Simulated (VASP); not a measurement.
# NbN (Fm-3m) in VASP: further runs, part 2 of 2

VASP 6.6.1. The steps go on from the part before.

## 5. Relaxation of cell and atoms, PBE

File INCAR:

```
SYSTEM = NbN
  ALGO = Normal
  EDIFF = 1E-7
  EDIFFG = -0.04
  ENCUT = 600
  GGA = PE
  GGA_COMPAT = .FALSE.
  IBRION = 2
  ISIF = 3
  ISMEAR = 0
  LASPH = .TRUE.
  LCHARG = .FALSE.
  LREAL = .FALSE.
  LWAVE = .FALSE.
  NELM = 120
  NELMIN = 4
  NSW = 60
  PREC = Accurate
  SIGMA = 0.1
```

File KPOINTS:

```
k-points
0
G
  6 6 6
  0 0 0
```

File POSCAR:

```
NbN
1.0
    0.0000000000      2.1945000000      2.1945000000
    2.1945000000      0.0000000000      2.1945000000
    2.1945000000      2.1945000000      0.0000000000
Nb N
1 1
Direct
    0.5000000000      0.5000000000      0.5000000000
    0.0000000000      0.0000000000      0.0000000000
```

Potentials or basis: VASP PAW PBE potentials, release 64 (Nb_sv, N).

Run with:

```bash
cat potpaw_PBE.64/Nb_sv/POTCAR potpaw_PBE.64/N/POTCAR > POTCAR
mpirun -np 1 vasp_std > vasp.out
```

OUTCAR:

```text
SYSTEM = NbN
   EDIFF = 1E-7
   EDIFFG = -0.04
   ENCUT = 600
   GGA = PE
   IBRION = 2
   ISIF = 3
   ISMEAR = 0
   LASPH = .TRUE.
   LREAL = .FALSE.
   NELM = 120
   NELMIN = 4
   NSW = 60
   PREC = Accurate

 ion  position               nearest neighbor table
   1  0.500  0.500  0.500-   2 2.19   2 2.19   2 2.19   2 2.19   2 2.19   2 2.19
   2  0.000  0.000  0.000-   1 2.19   1 2.19   1 2.19   1 2.19   1 2.19   1 2.19

  LATTYP: Found a face centered cubic cell.
 ALAT       =     4.3890000000

  Lattice vectors:

 A1 = (   0.0000000000,   2.1945000000,   2.1945000000)
 A2 = (   2.1945000000,   0.0000000000,   2.1945000000)
 A3 = (   2.1945000000,   2.1945000000,   0.0000000000)

Analysis of symmetry for initial positions (statically):
=====================================================================
 Subroutine PRICEL returns:
 Original cell was already a primitive cell.

 Routine SETGRP: Setting up the symmetry group for a
 face centered cubic supercell.

 Subroutine GETGRP returns: Found 48 space group operations
 (whereof 48 operations were pure point group operations)
 out of a pool of 48 trial point group operations.

The static configuration has the point symmetry O_h .

Analysis of symmetry for dynamics (positions and initial velocities):
=====================================================================
 Subroutine PRICEL returns:
 Original cell was already a primitive cell.

 Routine SETGRP: Setting up the symmetry group for a
 face centered cubic supercell.

 Subroutine GETGRP returns: Found 48 space group operations
 (whereof 48 operations were pure point group operations)
 out of a pool of 48 trial point group operations.

The dynamic configuration has the point symmetry O_h .

 Subroutine INISYM returns: Found 48 space group operations
 (whereof 48 operations are pure point group operations),
 and found     1 'primitive' translations

----------------------------------------------------------------------------------------

                                     Primitive cell

[... 97 lines left out ...]
   EFERMI_NEDOS =   21; number of points for ismear=-14 and -15
   IALGO  =     38    algorithm
   IMIX   =      4    mixing-type and parameters
     AMIX     =   0.40;   BMIX     =  1.00
     AMIX_MAG =   1.60;   BMIX_MAG =  1.00
  volume/ion in A,a.u.               =      10.57        71.32
  Fermi-wavevector in a.u.,A,eV,Ry     =   1.551744  2.932371 32.761598  2.407910
  Thomas-Fermi vector in A             =   2.656219
   LORBIT       =      0    0 simple, 1 ext, 2 COOP (PROOUT), +10 PAW based schemes
   GGA     = PE    functional components
   LHFCALC =     F    Hartree Fock is set to
   AEXX    =    0.0000 exact exchange contribution
   IVDW    =     0    specifies the selected vdW correction
   LEPSILON=     F    determine dielectric tensor
   LRPA    =     F    only Hartree local field effects (RPA)
 conjugate gradient relaxation of ions
 non-spin polarized calculation
 Gauss-broadening in eV      SIGMA  =   0.10
  energy-cutoff  :      600.00
  volume of cell :       21.14
 maximum number of plane-waves:       725
 NGX is ok and might be reduce to    28
   NGX = 13   NGY = 13   NGZ = 13

--------------------------------------- Ionic step        1  -------------------------------------------

 number of electron      17.9999999 magnetization

 Free energy of the ion-electron system (eV)
  ---------------------------------------------------
  ext. energy  EPLUGINS =         0.00000000
  ---------------------------------------------------
  free energy    TOTEN  =       -20.47669051 eV

  energy without entropy =      -20.47154512  energy(sigma->0) =      -20.47411781

------------------------ aborting loop because EDIFF is reached ----------------------------------------

  FORCE on cell =-STRESS in cart. coord.  units (eV):
  Direction    XX          YY          ZZ          XY          YZ          ZX
  --------------------------------------------------------------------------------------
  -------------------------------------------------------------------------------------
  Total        0.9050294      0.9050294      0.9050294     -0.0000000     -0.0000000      0.0000000
  in kB       68.6019623     68.6019623     68.6019623     -0.0000000     -0.0000000      0.0000000
  external PRESSURE =      68.6019623 kB  Pullay stress =       0.0000000 kB
[... 59 lines left out ...]
--------------------------------------- Ionic step        3  -------------------------------------------

 number of electron      18.0000000 magnetization

 Free energy of the ion-electron system (eV)
  ---------------------------------------------------
  ext. energy  EPLUGINS =         0.00000000
  ---------------------------------------------------
  free energy    TOTEN  =       -20.48626916 eV

  energy without entropy =      -20.48093253  energy(sigma->0) =      -20.48360085

 E-fermi :  13.7420     XC(G=0): -13.2747

 val. band max:       13.6319247365   @ k =  -0.3333   0.3333   0.1667
 cond. band min:      13.7531610454   @ k =   0.1667   0.1667   0.0000
 fundamental gap:      0.1212363088
 Fermi energy:        13.7419762718

 k-point     1 :       0.0000    0.0000    0.0000
  band No.  band energies     occupation
      1     -42.7380      2.00000
      2     -18.4073      2.00000
      3     -18.4073      2.00000
      4     -18.4073      2.00000
      5      -3.7842      2.00000
      6      10.4413      2.00000
      7      10.4413      2.00000
      8      10.4413      2.00000
      9      11.7318      2.00000
     10      11.7318      2.00000
     11      11.7318      2.00000
     12      13.5498      1.99342
     13      13.5498      1.99342
[... 267 lines left out ...]
  FREE ENERGIE OF THE ION-ELECTRON SYSTEM (eV)
  ---------------------------------------------------
  free  energy   TOTEN  =       -20.4862691595 eV

  energy  without entropy=      -20.4809325329  energy(sigma->0) =      -20.48360085

 reached required accuracy - stopping structural energy minimisation
```

OSZICAR:

```text
N       E                     dE             d eps       ncg     rms          rms(c)
DAV:   1     0.188685087053E+03    0.18869E+03   -0.11399E+04   416   0.165E+03
DAV:   2    -0.102823178054E+02   -0.19897E+03   -0.19229E+03   494   0.542E+02
DAV:   3    -0.234161159224E+02   -0.13134E+02   -0.12863E+02   732   0.113E+02
[... 37 lines left out ...]
DAV:   8    -0.204862699822E+02    0.36367E-05   -0.36785E-05   714   0.559E-02    0.670E-03
DAV:   9    -0.204862695287E+02    0.45350E-06   -0.84502E-07   489   0.127E-02    0.299E-03
DAV:  10    -0.204862690469E+02    0.48181E-06   -0.34646E-07   383   0.781E-03    0.111E-03
DAV:  11    -0.204862692264E+02   -0.17946E-06   -0.48831E-08   223   0.395E-03    0.465E-04
DAV:  12    -0.204862691595E+02    0.66887E-07   -0.88004E-09   218   0.145E-03
   3 F= -.20486269E+02 E0= -.20483601E+02  d E =-.957865E-02
```

Run time: 60 s. Hardware: 1 thread of AMD EPYC 7R13, shared host; peak memory 0.14 GiB.

What came out:

* Free energy: -20.4863 eV
* Relaxed volume: 10.80 Å³/atom
* Relaxed cell: a = 3.126 Å, b = 3.126 Å, c = 3.126 Å, α = 60.00°, β = 60.00°, γ = 60.00°
* Space group after relaxing (to 0.05 Å): Fm-3m (No. 225)
* Energy gained by relaxing: 4.8 meV/atom
* Ionic steps: 3
* Pressure after relaxing: -0.1 GPa

Step by step:
| step | energy change (eV) | largest force (eV/Å) | pressure (GPa) | volume (Å³) |
| --- | --- | --- | --- | --- |
| 1 | 0.0000 | 0.0000 | 6.86 | 21.14 |
| 2 | 0.0280 | 0.0000 | -12.08 | 22.55 |
| 3 | -0.0096 | 0.0000 | -0.09 | 21.60 |

Final structure:
```
CELL_PARAMETERS angstrom
0.00000 2.21040 2.21040
2.21040 0.00000 2.21040
2.21040 2.21040 0.00000
ATOMIC_POSITIONS crystal
Nb 0.50000 0.50000 0.50000
N 0.00000 0.00000 0.00000
```

Levels at points of the mesh, in eV from the Fermi level:
```
           k point  band 6  band 7  band 8  band 9  band 10  band 11  band 12  band 13
(0.00, 0.00, 0.00)   -3.30   -3.30   -3.30   -2.01    -2.01    -2.01    -0.19    -0.19
(0.50, 0.00, 0.00)   -9.04   -6.97   -6.97    1.38     1.38     1.89     4.43     6.58
(0.50, 0.50, 0.00)   -5.74   -4.98   -3.98   -3.98     1.50     2.65     2.65     3.84
```

Caveat: the k points lie up to 0.41 Å⁻¹ apart in the final cell; the bands computed are all filled at some k points, so no gap is given. PBE usually gives volumes a little too large and moduli too small.

## 6. Summary

| task | spin | cell | gap on the mesh (eV) | pressure (GPa) |
| --- | --- | --- | --- | --- |
| single point | off | a = 3.103 Å, angles 60.0°, 2 atoms | none | 6.9 |
| single point | off | a = 3.128 Å, angles 60.0°, 2 atoms | none | -0.6 |
| single point | collinear, zero start | a = 3.103 Å, angles 60.0°, 2 atoms | none | 6.8 |
| relaxation of cell and atoms | off | relaxed from a = 3.103 Å, angles 60.0°, 2 atoms | - | -0.1 |

Alike in all rows: level PBE; potentials or basis VASP PAW PBE potentials, release 64 (Nb_sv, N); k mesh 6 × 6 × 6; cutoff (eV) 600; smearing gaussian 0.1 eV.

Caveats: all runs use coarse meshes; the bands computed are all filled at some k points, so no gap is given (some runs).

Absolute energies hang on the potentials; compare differences alone.
